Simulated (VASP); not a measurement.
Set up this calculation in VASP 6.6.1, as the native input.

```yaml
Task: single point
Functional: PBE
Potentials_or_basis: VASP PAW PBE potentials, release 64 (Rh_pv)
Cutoff: 500 eV
k_mesh: 8 × 8 × 8
Occupations: fermi-dirac, width 0.1 eV
Spin: collinear spin, zero start
Starting_moments: "[0.0] μB"
Dipole_correction: no
Further_INCAR_settings: ALGO = Normal; EDIFF = 1e-06; NBANDS = 18
```

The structure of Rh lies in POSCAR:

```
Rh
1.0
   -1.4766760000      1.4766760000      1.4766760000
    1.4766760000     -1.4766760000      1.4766760000
    1.4766760000      1.4766760000     -1.4766760000
Rh
1
Direct
    0.0000000000      0.0000000000      0.0000000000
```

The input as run:

INCAR

```
ALGO = Normal
EDIFF = 1E-6
ENCUT = 500
GGA = PE
GGA_COMPAT = False
ISIF = 2
ISMEAR = -1
ISPIN = 2
LASPH = True
LCHARG = False
LMAXMIX = 4
LORBIT = 11
LREAL = False
LWAVE = False
MAGMOM = 0
NBANDS = 18
NELM = 200
PREC = Accurate
SIGMA = 0.1
```

KPOINTS

```
k-points
0
Gamma
  8 8 8
```

Potentials or basis: VASP PAW PBE potentials, release 64 (Rh_pv).

Run with:

```console
$ cat potpaw_PBE.64/Rh_pv/POTCAR > POTCAR
$ mpirun -np 1 vasp_std > vasp.out
```

Results of the run:

```json
{
 "Pressure": "37.2 GPa",
 "Net moment": "0.00 μB per cell",
 "Valence electrons inside the program's atomic spheres": "Rh 13.94"
}
```

Caveat: the k points lie up to 0.38 Å⁻¹ apart.

Run time: 5.8 s on 1 thread of Intel(R) Xeon(R) 6975P-C (Granite Rapids), on a shared host, peak memory 0.13 GiB.
